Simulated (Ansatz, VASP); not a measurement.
## Rh in VASP and in Ansatz

File INCAR:

```
PREC     = Accurate       # precision mode
ENCUT    = 600            # plane-wave cutoff, eV
EDIFF    = 1E-6           # SCF threshold, eV
ISMEAR   = 0              # smearing method
SIGMA    = 0.1            # smearing width, eV
LREAL    = F              # projectors in reciprocal space
LASPH    = T              # aspherical terms in the spheres
NELM     = 80             # most SCF steps
ALGO     = Fast           # electronic algorithm
ISIF     = 3              # what is computed and relaxed
LWAVE    = F              # write WAVECAR
LCHARG   = F              # write CHGCAR
GGA      = PS             # functional
IBRION   = 2              # ionic algorithm
NSW      = 100            # ionic steps
EDIFFG   = -0.01          # ionic threshold
```

File KPOINTS:

```
Automatic mesh
0
Gamma
  21 21 21
```

File POSCAR:

```
Rh
1.0
    1.7388668965      1.0039352708      1.4883364189
   -1.7388668965      1.0039352708      1.4883364189
    0.0000000000     -2.0078705415      1.4883364189
Rh
1
Direct
    0.5000000000      0.5000000000      0.5000000000
```

Input for Ansatz:

```yaml
crystal:
  lattice:
    - [1.7388668965, 1.0039352708, 1.4883364189]
    - [-1.7388668965, 1.0039352708, 1.4883364189]
    - [0.0, -2.0078705415, 1.4883364189]
  atoms:
    - { symbol: Rh, position: [0.5, 0.5, 0.5] }
basis:
  ecutwfc: 420
kpoints:
  mp_grid: { grid: [21, 21, 21] }
hamiltonian:
  xc: pbesol
scf:
  occupations: { method: gaussian, width: 0.1 }
output:
  forces: true
  stress: true
  eigenvalues: true
relax:
  adjacent_minimum: "off"
  f_tol: 0.01
  max_steps: 80
  cell: { stress_tol: 0.05 }
```

Alike in both runs: task relaxation of cell and atoms; functional PBEsol; k mesh 21 × 21 × 21; occupations gaussian, width 0.1 eV; no spin polarisation.

|  | VASP | Ansatz |
| --- | --- | --- |
| version | VASP 6.6.1 | Ansatz 0.2.0 |
| potentials or method | VASP PAW PBE potentials, release 64 (Rh_pv), cutoff 600 eV | scalar-relativistic, plane waves, PAW |
| valence electrons in the cell | 15 | 17 |

Ansatz gave:

```
gap on the k mesh at the Fermi level, each at its own relaxed structure (eV) : none
relaxed volume (Å³/atom)                                                     : 15.61
relaxed cell length with the largest relative difference (Å)                 : 2.499
```

Q: Estimate VASP's values.

A: gap on the k mesh at the Fermi level, each at its own relaxed structure (eV): none; relaxed volume (Å³/atom): 15.60; relaxed cell length with the largest relative difference (Å): 2.499.

VASP's potentials were made for PBE, not for PBEsol. A gap of «none» marks a metal or a gap that the smearing closes. VASP's potentials hold 15 valence electrons a cell and Ansatz's 17, so a difference there can come from the potentials and not from the codes.
